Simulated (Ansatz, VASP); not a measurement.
**Sn: VASP beside Ansatz**

The input INCAR:

```
SYSTEM = Sn
PREC = Accurate
ENCUT = 520
EDIFF = 1E-6
ISMEAR = 0
SIGMA = 0.15
LREAL = .False.
LASPH = .True.
NELM = 100
ALGO = Fast
ISIF = 2
LWAVE = .False.
LCHARG = .False.
GGA = PE
NBANDS = 21
```

KPOINTS

```
regular mesh
0
Gamma
  12 12 12
  0 0 0
```

File POSCAR:

```
Sn
1.0
    0.0000000000      3.2942840000      3.3429680000
    3.2942840000      0.0000000000      3.3429680000
    3.2942840000      3.2942840000      0.0000000000
Sn
2
Direct
    0.5000000000      0.5000000000      0.5000000000
    0.7500000000      0.7500000000      0.7500000000
```

Input for Ansatz:

```yaml
crystal:
  lattice:
    - [0.0, 3.294284, 3.342968]
    - [3.294284, 0.0, 3.342968]
    - [3.294284, 3.294284, 0.0]
  atoms:
    - { symbol: Sn, position: [0.5, 0.5, 0.5] }
    - { symbol: Sn, position: [0.75, 0.75, 0.75] }
basis:
  ecutwfc: 420
kpoints:
  mp_grid: { grid: [12, 12, 12] }
hamiltonian:
  xc: pbe
scf:
  occupations: { method: gaussian, width: 0.15 }
output:
  forces: true
  stress: true
  eigenvalues: true
```

Change from the starting cell: strain +0.015 along x and y, +0.030 along z, atoms carried along.

Alike in both runs: task single point; functional PBE; k mesh 12 × 12 × 12; occupations gaussian, width 0.15 eV; no spin polarisation.

|  | VASP | Ansatz |
| --- | --- | --- |
| version | VASP 6.6.1 | Ansatz 0.2.0 |
| potentials or method | VASP PAW PBE potentials, release 64 (Sn_d), cutoff 520 eV | scalar-relativistic, plane waves, PAW |
| valence electrons in the cell | 28 | 28 |

```csv
,VASP,Ansatz,Ansatz less VASP
gap on the k mesh at the Fermi level (eV),none,none,-
pressure (GPa),0.5,0.6,+0.07
"traceless stress, the component that is largest in VASP (GPa)",-0.28,-0.28,0.000
```

A gap of «none» marks a metal or a gap that the smearing closes. With one functional, cell and mesh, what is left measures potentials, basis and numerics.
